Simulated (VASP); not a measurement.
# TiTe2 (Fm-3m) in VASP: a series of runs, part 2 of 2

VASP 6.6.1.

### 3 Relaxation of cell and atoms, r2SCAN

Input file POSCAR:

```
TiTe2
1.0
    0.0000000000      3.4404521538      3.4404521538
    3.4404521538      0.0000000000      3.4404521538
    3.4404521538      3.4404521538      0.0000000000
Ti Te
1 2
Direct
    0.0000000000      0.0000000000      0.0000000000
    0.2500000000      0.2500000000      0.2500000000
    0.7500000000      0.7500000000      0.7500000000
```

Input file INCAR.step1:

```
  PREC = Accurate
  ENCUT = 600
  ISMEAR = 0
  SIGMA = 0.1
  LREAL = F
  LASPH = T
  NELM = 100
  GGA = PE
  ALGO = Normal
  EDIFF = 1E-4
  LWAVE = T
  LCHARG = F
```

Input file INCAR.step2:

```
  PREC = Accurate
  ENCUT = 600
  EDIFF = 1E-7
  ISMEAR = 0
  SIGMA = 0.1
  LREAL = F
  LASPH = T
  NELM = 100
  ALGO = Normal
  ISIF = 3
  LWAVE = F
  LCHARG = F
  METAGGA = R2SCAN
  LMIXTAU = T
  IBRION = 2
  NSW = 80
  EDIFFG = -0.01
  ISTART = 1
```

Input file KPOINTS:

```
Automatic mesh
0
Gamma
  10 10 10
```

Potentials or basis: VASP PAW PBE potentials, release 64 (Ti_sv, Te).

Command:

```bash
$ cat potpaw_PBE.64/Ti_sv/POTCAR potpaw_PBE.64/Te/POTCAR > POTCAR
$ cp INCAR.step1 INCAR
$ mpirun -np 1 vasp_std > vasp.out
$ cp INCAR.step2 INCAR
$ mpirun -np 1 vasp_std > vasp.out
```

OUTCAR:

```text
PREC = Accurate
   ENCUT = 600
   EDIFF = 1E-7
   ISMEAR = 0
   LREAL = F
   LASPH = T
   NELM = 100
   ISIF = 3
   METAGGA = R2SCAN
   IBRION = 2
   NSW = 80
   EDIFFG = -0.01
   ISTART = 1

 ion  position               nearest neighbor table
   1  0.000  0.000  0.000-   3 2.98   3 2.98   3 2.98   2 2.98   3 2.98   2 2.98   2 2.98   2 2.98

   2  0.250  0.250  0.250-   1 2.98   1 2.98   1 2.98   1 2.98   3 3.44   3 3.44   3 3.44   3 3.44
                             3 3.44   3 3.44
   3  0.750  0.750  0.750-   1 2.98   1 2.98   1 2.98   1 2.98   2 3.44   2 3.44   2 3.44   2 3.44
                             2 3.44   2 3.44

  LATTYP: Found a face centered cubic cell.
 ALAT       =     6.8809043076

  Lattice vectors:

 A1 = (   0.0000000000,   3.4404521538,   3.4404521538)
 A2 = (   3.4404521538,   0.0000000000,   3.4404521538)
 A3 = (   3.4404521538,   3.4404521538,   0.0000000000)

Analysis of symmetry for initial positions (statically):
=====================================================================
 Subroutine PRICEL returns:
 Original cell was already a primitive cell.
[... 223 lines left out ...]
 cond. band min:       7.4406685340   @ k =  -0.3000   0.2000   0.0000
 fundamental gap:      0.0448676465
 Fermi energy:         7.4039128915

 k-point     1 :       0.0000    0.0000    0.0000
  band No.  band energies     occupation
      1     -53.0042      2.00000
      2     -28.2099      2.00000
      3     -28.2099      2.00000
      4     -28.2099      2.00000
      5      -6.4569      2.00000
      6      -2.3766      2.00000
[... 433 lines left out ...]
      3     -28.2112      2.00000
      4     -28.2110      2.00000
      5      -5.3694      2.00000
      6      -3.7366      2.00000
[... 8 lines left out ...]
     15       9.2093      0.00000
     16       9.4666      0.00000

 [... further k-points ...]

------------------------ aborting loop because EDIFF is reached ----------------------------------------

  FORCE on cell =-STRESS in cart. coord.  units (eV):
  Direction    XX          YY          ZZ          XY          YZ          ZX
  --------------------------------------------------------------------------------------
  -------------------------------------------------------------------------------------
  Total       -0.0281043     -0.0281043     -0.0281043      0.0000000     -0.0000000      0.0000000
  in kB       -0.5514171     -0.5514171     -0.5514171      0.0000000     -0.0000000      0.0000000
  external PRESSURE =      -0.5514171 kB  Pullay stress =       0.0000000 kB

 VOLUME and BASIS-vectors are now :
 -----------------------------------------------------------------------------
  energy-cutoff  :      600.00
  volume of cell :       81.66
      direct lattice vectors                 reciprocal lattice vectors
     0.000000000  3.443427767  3.443427767    -0.145204149  0.145204149  0.145204149
     3.443427767  0.000000000  3.443427767     0.145204149 -0.145204149  0.145204149
     3.443427767  3.443427767 -0.000000000     0.145204149  0.145204149 -0.145204149

 POSITION                                       TOTAL-FORCE (eV/Angst)
 -----------------------------------------------------------------------------------
      6.88686      3.44343      3.44343         0.000000     -0.000000     -0.000000
      1.72171      1.72171      1.72171         0.000000     -0.000000      0.000000
      5.16514      5.16514      5.16514        -0.000000      0.000000      0.000000
 -----------------------------------------------------------------------------------
    total drift:                               -0.000000      0.000000      0.000000

  FREE ENERGIE OF THE ION-ELECTRON SYSTEM (eV)
  ---------------------------------------------------
  free  energy   TOTEN  =       -64.9046730802 eV

  energy  without entropy=      -64.8790677733  energy(sigma->0) =      -64.89187043

 reached required accuracy - stopping structural energy minimisation
```

OSZICAR.step1:

```text
N       E                     dE             d eps       ncg     rms          rms(c)
DAV:   1     0.186921189441E+03    0.18692E+03   -0.11852E+04  1504   0.155E+03
DAV:   2     0.320402241985E+01   -0.18372E+03   -0.18252E+03  1600   0.352E+02
DAV:   3    -0.169063347975E+02   -0.20110E+02   -0.19566E+02  2640   0.969E+01
DAV:   4    -0.174775430306E+02   -0.57121E+00   -0.57042E+00  1720   0.171E+01
DAV:   5    -0.175031568207E+02   -0.25614E-01   -0.25611E-01  2552   0.333E+00    0.133E+01
DAV:   6    -0.187855321527E+02   -0.12824E+01   -0.80064E+01  2120   0.446E+01    0.180E+01
DAV:   7    -0.153315458300E+02    0.34540E+01   -0.61338E+01  2240   0.419E+01    0.622E+00
DAV:   8    -0.150537374155E+02    0.27781E+00   -0.28282E+00  1864   0.105E+01    0.259E+00
DAV:   9    -0.151316182146E+02   -0.77881E-01   -0.73693E-01  2288   0.491E+00    0.262E+00
DAV:  10    -0.150638867018E+02    0.67732E-01   -0.10108E+00  2104   0.578E+00    0.912E-01
DAV:  11    -0.150581492132E+02    0.57375E-02   -0.45479E-02  1944   0.129E+00    0.506E-01
DAV:  12    -0.150583007541E+02   -0.15154E-03   -0.83965E-04  1760   0.221E-01    0.221E-01
DAV:  13    -0.150582169628E+02    0.83791E-04   -0.16083E-04  1224   0.698E-02
   1 F= -.15058217E+02 E0= -.15044635E+02  d E =-.271639E-01
```

Wall time 7.1 min (1 thread of Intel Xeon Platinum 8375C at 2.90GHz (Ice Lake), shared host); peak memory 0.31 GiB.

Results:

```yaml
Free_energy: -64.9047 eV
Relaxed_volume: 27.22 Å³/atom
Relaxed_cell: a = 4.870 Å, b = 4.870 Å, c = 4.870 Å, α = 60.00°, β = 60.00°, γ = 60.00°
Space_group_after_relaxing_to_0.1_Å: Fm-3m (No. 225)
Energy_gained_by_relaxing: 0.0 meV/atom
Ionic_steps: 2
Pressure_after_relaxing: -0.1 GPa
Band_gap_on_the_k_mesh: zero (bands 12 and 13 overlap by 0.29 eV)
```

Final structure:
```yaml
crystal:
  lattice:
    - [0.00000, 3.44343, 3.44343]
    - [3.44343, 0.00000, 3.44343]
    - [3.44343, 3.44343, 0.00000]
  atoms:
    - { symbol: Ti, position: [0.00000, 0.00000, 0.00000] }
    - { symbol: Te, position: [0.25000, 0.25000, 0.25000] }
    - { symbol: Te, position: [0.75000, 0.75000, 0.75000] }
```

Levels at points of the mesh, in eV from the Fermi level:
| k point | band 10 | band 11 | band 12 | band 13 | band 14 | band 15 |
| --- | --- | --- | --- | --- | --- | --- |
| (0.00, 0.00, 0.00) | -0.46 | -0.46 | -0.46 | -0.08 | -0.08 | 2.02 |
| (0.50, 0.00, 0.00) | -2.98 | -2.98 | -2.65 | 0.04 | 0.04 | 0.80 |
| (0.50, 0.50, 0.00) | -1.40 | -1.40 | -0.39 | 0.34 | 0.80 | 1.67 |

Caveat: the PAW data sets were made with another functional, which shifts forces and pressure a little; spin-orbit coupling is left out, which moves the levels of the heavy elements.
